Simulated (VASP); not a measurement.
# NdHf (P4/nmm) in VASP: a series of runs, part 2 of 2

VASP 6.6.1. The steps go on from the part before.

### 4 Single point, PBE

This run uses another cell than the first one, of 27.71 Å³/atom.

File INCAR:

```
ALGO = Normal ; EDIFF = 1E-6
ENCUT = 500 ; GGA = PE
GGA_COMPAT = False ; ISIF = 2
ISMEAR = 0 ; LASPH = True
LCHARG = False ; LMAXMIX = 6
LREAL = False ; LWAVE = False
NBANDS = 29 ; NELM = 200
PREC = Accurate ; SIGMA = 0.1
```

File KPOINTS:

```
k-points
0
Gamma
  6 6 2
```

File POSCAR:

```
NdHf
1.0
    3.3328494331      0.0000000000      0.0000000000
    0.0000000000      3.3328494331      0.0000000000
    0.0000000000      0.0000000000      9.9782293469
Nd Hf
2 2
Direct
    0.0000000000      0.5000000000      0.1467584162
    0.5000000000      0.0000000000      0.8532415838
    0.0000000000      0.5000000000      0.6008692092
    0.5000000000      0.0000000000      0.3991307908
```

Command:

```sh
cat potpaw_PBE.64/Nd_3/POTCAR potpaw_PBE.64/Hf_pv/POTCAR > POTCAR
mpirun -np 1 vasp_std > vasp.out
```

Run time: 48 s. Hardware: 1 thread of AMD EPYC 7R13 (Zen 3), shared host; peak memory 0.2 GiB.

It converged, with:

* Free energy: -28.6901 eV
* Pressure: 0.6 GPa
* Largest force: 0.033 eV/Å
* Band gap on the k mesh: zero (bands 21 and 22 overlap by 1.60 eV)

Forces in eV/Å, atoms in the order of the input:
```
Nd   0.000  0.000  0.033
Nd   0.000  0.000 -0.033
Hf   0.000  0.000 -0.029
Hf   0.000  0.000  0.029
```

Stress tensor (GPa, compression positive):
```
0.49 0.00 0.00
0.00 0.49 0.00
0.00 0.00 0.76
```

Levels at points of the mesh, in eV from the Fermi level:
| k point | band 19 | band 20 | band 21 | band 22 | band 23 | band 24 |
| --- | --- | --- | --- | --- | --- | --- |
| (0.00, 0.00, 0.00) | -1.84 | -0.56 | -0.51 | 1.04 | 1.17 | 1.30 |
| (0.50, 0.00, 0.00) | -0.36 | -0.36 | 0.23 | 0.23 | 1.09 | 1.09 |
| (0.50, 0.50, 0.00) | -1.54 | -1.54 | -0.13 | -0.13 | -0.06 | -0.06 |
| (0.00, 0.00, 0.50) | -1.76 | -1.06 | 0.15 | 1.04 | 1.14 | 1.54 |
| (0.50, 0.00, 0.50) | 0.09 | 0.09 | 0.34 | 0.34 | 0.97 | 0.97 |
| (0.50, 0.50, 0.50) | -1.31 | -1.31 | -1.20 | -1.20 | 1.11 | 1.11 |

Caveat: spin-orbit coupling is left out, which moves the levels of the heavy elements; the 4f electrons are frozen in the core, so they carry no moment and show no levels. Spin polarisation is off, so any magnetic state and its effect on volume and gap are missing.

### 5 Single point, PBE (27.25 Å³/atom)

This run uses another cell than the first one, of 27.25 Å³/atom.

File INCAR:

```
PREC = Accurate
ENCUT = 500
EDIFF = 1E-6
ISMEAR = 0
SIGMA = 0.1
LREAL = F
LASPH = T
NELM = 200
ALGO = Normal
ISIF = 2
LWAVE = F
LCHARG = T
GGA = PE
LELF = T
LVHAR = T
NBANDS = 29
GGA_COMPAT = F
LMAXMIX = 6
```

File KPOINTS:

```
Automatic mesh
0
Gamma
  10 10 4
```

File POSCAR:

```
NdHf
1.0
    3.2853446742      0.0000000000      0.0000000000
    0.0000000000      3.2853446742      0.0000000000
    0.0000000000      0.0000000000     10.0972515371
Nd Hf
2 2
Direct
    0.0000000000      0.5000000000      0.1483065235
    0.5000000000      0.0000000000      0.8516934765
    0.0000000000      0.5000000000      0.6012020156
    0.5000000000      0.0000000000      0.3987979844
```

Command:

```sh
cat potpaw_PBE.64/Nd_3/POTCAR potpaw_PBE.64/Hf_pv/POTCAR > POTCAR
mpirun -np 1 vasp_std > vasp.out
```

It took 2.1 min on 1 thread of AMD EPYC 7R13 (Zen 3), shared host; peak memory 0.29 GiB.

Results (log left out):

| Quantity | Value |
| --- | --- |
| Free energy | -28.6826 eV |
| Pressure | 1.8 GPa |
| Largest force | 0.092 eV/Å |
| Band gap on the k mesh | zero (bands 21 and 22 overlap by 1.58 eV) |

Forces on the atoms (eV/Å):
```
Nd   0.000  0.000 -0.030
Nd   0.000  0.000  0.030
Hf   0.000  0.000 -0.092
Hf   0.000  0.000  0.092
```

Levels at points of the mesh, in eV from the Fermi level:
```tsv
k point	band 18	band 19	band 20	band 21	band 22	band 23	band 24	band 25
(0.00, 0.00, 0.00)	-2.39	-1.86	-0.60	-0.59	0.83	1.11	1.15	1.54
(0.50, 0.00, 0.00)	-1.39	-0.45	-0.45	0.22	0.22	1.19	1.19	1.23
(0.50, 0.50, 0.00)	-1.74	-1.65	-1.65	-0.08	-0.08	-0.08	-0.08	2.52
(0.00, 0.00, 0.50)	-2.17	-1.79	-1.09	0.03	0.92	1.01	1.63	1.63
(0.50, 0.00, 0.50)	-1.69	0.08	0.08	0.29	0.29	0.97	0.97	1.27
(0.50, 0.50, 0.50)	-2.06	-1.39	-1.39	-1.19	-1.19	1.17	1.17	2.62
```

Caveat: spin-orbit coupling is left out, which moves the levels of the heavy elements; the 4f electrons are frozen in the core, so they carry no moment and show no levels. Spin polarisation is off, so any magnetic state and its effect on volume and gap are missing.

### 6 Single point, PBE

This run uses another cell than the first one, of 28.09 Å³/atom.

File INCAR:

```
SYSTEM = NdHf
ALGO = Normal ; EDIFF = 1E-6
ENCUT = 500 ; GGA = PE
GGA_COMPAT = .False. ; ISIF = 2
ISMEAR = 0 ; LASPH = .True.
LCHARG = .False. ; LMAXMIX = 6
LREAL = .False. ; LWAVE = .False.
NBANDS = 29 ; NELM = 200
PREC = Accurate ; SIGMA = 0.1
```

File KPOINTS:

```
k-points
0
Gamma
  10 10 4
  0 0 0
```

File POSCAR:

```
NdHf
1.0
    3.3114572364      0.0000000000      0.0000000000
    0.0000000000      3.3114572364      0.0000000000
    0.0000000000      0.0000000000     10.2460157124
Nd Hf
2 2
Direct
    0.0000000000      0.5000000000      0.1502921724
    0.5000000000      0.0000000000      0.8497078276
    0.0000000000      0.5000000000      0.5996180370
    0.5000000000      0.0000000000      0.4003819630
```

Potentials or basis: VASP PAW PBE potentials, release 64 (Nd_3, Hf_pv), 4f in core.

Command:

```sh
cat potpaw_PBE.64/Nd_3/POTCAR potpaw_PBE.64/Hf_pv/POTCAR > POTCAR
mpirun -np 1 vasp_std > vasp.out
```

OUTCAR:

```text
SYSTEM = NdHf
   EDIFF = 1E-6
   ENCUT = 500
   GGA = PE
   ISIF = 2
   ISMEAR = 0
   LASPH = .True.
   LREAL = .False.
   NELM = 200
   PREC = Accurate

 ion  position               nearest neighbor table
   1  0.000  0.500  0.150-   4 3.47   4 3.47   4 3.47   4 3.47
   2  0.500  0.000  0.850-   3 3.47   3 3.47   3 3.47   3 3.47
   3  0.000  0.500  0.600-   4 3.11   4 3.11   4 3.11   4 3.11   2 3.47   2 3.47   2 3.47   2 3.47

   4  0.500  0.000  0.400-   3 3.11   3 3.11   3 3.11   3 3.11   1 3.47   1 3.47   1 3.47   1 3.47

  LATTYP: Found a simple tetragonal cell.
 ALAT       =     3.3114572364
 C/A-ratio  =     3.0941108343

  Lattice vectors:

 A1 = (   3.3114572364,   0.0000000000,   0.0000000000)
 A2 = (   0.0000000000,   3.3114572364,   0.0000000000)
 A3 = (   0.0000000000,   0.0000000000,  10.2460157124)

Analysis of symmetry for initial positions (statically):
=====================================================================
 Subroutine PRICEL returns:
 Original cell was already a primitive cell.

 Routine SETGRP: Setting up the symmetry group for a
 simple tetragonal supercell.

 Subroutine GETGRP returns: Found 16 space group operations
 (whereof  8 operations were pure point group operations)
 out of a pool of 16 trial point group operations.

The static configuration has the point symmetry D_2d.
 The point group associated with its full space group is D_4h.

Analysis of symmetry for dynamics (positions and initial velocities):
=====================================================================
 Subroutine PRICEL returns:
 Original cell was already a primitive cell.

 Routine SETGRP: Setting up the symmetry group for a
 simple tetragonal supercell.

 Subroutine GETGRP returns: Found 16 space group operations
 (whereof  8 operations were pure point group operations)
 out of a pool of 16 trial point group operations.

[... 115 lines left out ...]
   PSTRESS=    0.0 pullay stress
   NELECT =      42.0000    total number of electrons
   NUPDOWN=      -1.0000    fix difference up-down
   EMIN   =  10.00;   EMAX   =-10.00  energy-range for DOS
   EFERMI =   0.00;   METHOD = LEGACY
   ISMEAR =     0;   SIGMA  =   0.10  broadening in eV -4-tet -1-fermi 0-gaus
   EFERMI_NEDOS =   21; number of points for ismear=-14 and -15
   IALGO  =     38    algorithm
   IMIX   =      4    mixing-type and parameters
     AMIX     =   0.40;   BMIX     =  1.00
     AMIX_MAG =   1.60;   BMIX_MAG =  1.00
  volume/ion in A,a.u.               =      28.09       189.55
  Fermi-wavevector in a.u.,A,eV,Ry     =   1.179307  2.228567 18.922502  1.390765
  Thomas-Fermi vector in A             =   2.315620
   LORBIT       =      0    0 simple, 1 ext, 2 COOP (PROOUT), +10 PAW based schemes
   GGA     = PE    functional components
   LHFCALC =     F    Hartree Fock is set to
   AEXX    =    0.0000 exact exchange contribution
   IVDW    =     0    specifies the selected vdW correction
   LEPSILON=     F    determine dielectric tensor
   LRPA    =     F    only Hartree local field effects (RPA)
 non-spin polarized calculation
 Gauss-broadening in eV      SIGMA  =   0.10
  energy-cutoff  :      500.00
  volume of cell :      112.36
 maximum number of plane-waves:      2882
   NGX = 13   NGY = 13   NGZ = 37

 number of electron      42.0000001 magnetization

 Free energy of the ion-electron system (eV)
  ---------------------------------------------------
  ext. energy  EPLUGINS =         0.00000000
  ---------------------------------------------------
  free energy    TOTEN  =       -28.70454867 eV

  energy without entropy =      -28.67119890  energy(sigma->0) =      -28.68787378

 E-fermi :   4.0139     XC(G=0): -10.4279

 val. band max:        4.0036684387   @ k =   0.4000   0.2000   0.0000
 cond. band min:       4.0181694175   @ k =   0.4000   0.4000   0.0000
 fundamental gap:      0.0145009788
 Fermi energy:         4.0139073340

 k-point     1 :       0.0000    0.0000    0.0000
  band No.  band energies     occupation
      1     -33.6877      2.00000
      2     -33.6440      2.00000
      3     -26.8370      2.00000
      4     -26.6207      2.00000
      5     -26.6207      2.00000
      6     -26.4746      2.00000
[... 757 lines left out ...]
     28       6.1550      0.00000
     29       7.0707      0.00000

 [... further k-points ...]
[... 5 lines left out ...]
  --------------------------------------------------------------------------------------
  -------------------------------------------------------------------------------------
  Total        0.0332972      0.0332972      0.1610377      0.0000000      0.0000000      0.0000000
  in kB        0.4748159      0.4748159      2.2963860      0.0000000      0.0000000      0.0000000
  external PRESSURE =       1.0820060 kB  Pullay stress =       0.0000000 kB

 VOLUME and BASIS-vectors are now :
 -----------------------------------------------------------------------------
  energy-cutoff  :      500.00
  volume of cell :      112.36
      direct lattice vectors                 reciprocal lattice vectors
     3.311457236  0.000000000  0.000000000     0.301981855  0.000000000  0.000000000
     0.000000000  3.311457236  0.000000000     0.000000000  0.301981855  0.000000000
     0.000000000  0.000000000 10.246015712     0.000000000  0.000000000  0.097598913

 POSITION                                       TOTAL-FORCE (eV/Angst)
 -----------------------------------------------------------------------------------
      0.00000      1.65573      1.53990         0.000000      0.000000     -0.029442
      1.65573      0.00000      8.70612        -0.000000      0.000000      0.029442
      0.00000      1.65573      6.14370         0.000000     -0.000000     -0.085183
      1.65573      0.00000      4.10232         0.000000      0.000000      0.085183
 -----------------------------------------------------------------------------------
    total drift:                                0.000000      0.000000      0.000000

  FREE ENERGIE OF THE ION-ELECTRON SYSTEM (eV)
  ---------------------------------------------------
  free  energy   TOTEN  =       -28.7045486658 eV

  energy  without entropy=      -28.6711989040  energy(sigma->0) =      -28.68787378
```

OSZICAR:

```text
N       E                     dE             d eps       ncg     rms          rms(c)
DAV:   1     0.264707370290E+03    0.26471E+03   -0.21127E+04  3654   0.132E+03
DAV:   2    -0.123891341641E+02   -0.27710E+03   -0.27055E+03  4044   0.345E+02
DAV:   3    -0.295758208398E+02   -0.17187E+02   -0.16690E+02  6215   0.586E+01
DAV:   4    -0.303681265934E+02   -0.79231E+00   -0.78902E+00  5112   0.112E+01
DAV:   5    -0.303969259766E+02   -0.28799E-01   -0.28792E-01  5249   0.171E+00    0.499E+01
DAV:   6    -0.298971210065E+02    0.49980E+00   -0.19387E+01  4493   0.898E+00    0.475E+01
DAV:   7    -0.289535913379E+02    0.94353E+00   -0.99805E+00  4817   0.723E+00    0.229E+01
DAV:   8    -0.287274678096E+02    0.22612E+00   -0.15309E+00  4452   0.526E+00    0.364E+00
DAV:   9    -0.287063260649E+02    0.21142E-01   -0.15538E-01  4631   0.162E+00    0.214E+00
DAV:  10    -0.287053427616E+02    0.98330E-03   -0.18687E-02  4654   0.738E-01    0.380E-01
DAV:  11    -0.287045403231E+02    0.80244E-03   -0.53345E-03  4679   0.305E-01    0.276E-01
DAV:  12    -0.287045697366E+02   -0.29414E-04   -0.39888E-04  4606   0.115E-01    0.235E-01
DAV:  13    -0.287045452196E+02    0.24517E-04   -0.68157E-05  4379   0.423E-02    0.846E-02
DAV:  14    -0.287045487265E+02   -0.35070E-05   -0.95678E-06  4543   0.176E-02    0.850E-03
DAV:  15    -0.287045486658E+02    0.60772E-07   -0.10015E-06  2723   0.571E-03
   1 F= -.28704549E+02 E0= -.28687874E+02  d E =-.333498E-01
```

Wall time 2.1 min (1 thread of AMD EPYC 7R13 (Zen 3), shared host); peak memory 0.29 GiB.

What came out:

* Free energy: -28.7045 eV
* Pressure: 0.1 GPa
* Largest force: 0.085 eV/Å
* Band gap on the k mesh: zero (bands 21 and 22 overlap by 1.45 eV)

Forces in eV/Å, atoms in the order of the input:
```
Nd   0.000  0.000 -0.029
Nd   0.000  0.000  0.029
Hf   0.000  0.000 -0.085
Hf   0.000  0.000  0.085
```

Caveat: spin-orbit coupling is left out, which moves the levels of the heavy elements; the 4f electrons are frozen in the core, so they carry no moment and show no levels.

### 7 Overview

```csv
task,cell,k mesh,smearing,gap on the mesh (eV),pressure (GPa),largest force (eV/Å)
relaxation of shape and atoms at fixed volume,"relaxed from a = 3.400, b = 3.400, c = 10.691 Å, 4 atoms, atomic positions A",10 × 10 × 4,gaussian 0.1 eV,none,-4.1,0.01
single point,"a = 3.333, b = 3.333, c = 9.978 Å, 4 atoms, atomic positions B",6 × 6 × 2,gaussian 0.2 eV,none,0.7,0.05
single point,"a = 3.333, b = 3.333, c = 9.978 Å, 4 atoms, atomic positions B",6 × 6 × 2,gaussian 0.1 eV,none,0.6,0.03
single point,"a = 3.285, b = 3.285, c = 10.097 Å, 4 atoms, atomic positions C",10 × 10 × 4,gaussian 0.1 eV,none,1.8,0.09
single point,"a = 3.311, b = 3.311, c = 10.246 Å, 4 atoms, atomic positions D",10 × 10 × 4,gaussian 0.1 eV,none,0.1,0.09
```

Alike in all rows: level PBE; potentials or basis VASP PAW PBE potentials, release 64 (Nd_3, Hf_pv), 4f in core; no spin polarisation; cutoff (eV) 500.

Caveats: spin-orbit coupling is left out, which moves the levels of the heavy elements; the 4f electrons are frozen in the core, so they carry no moment and show no levels.

Total energies depend on the potentials used, so only differences within one code and one set of settings carry meaning.

The gap in the log of VASP goes by the Fermi energy; the results here count the filled bands.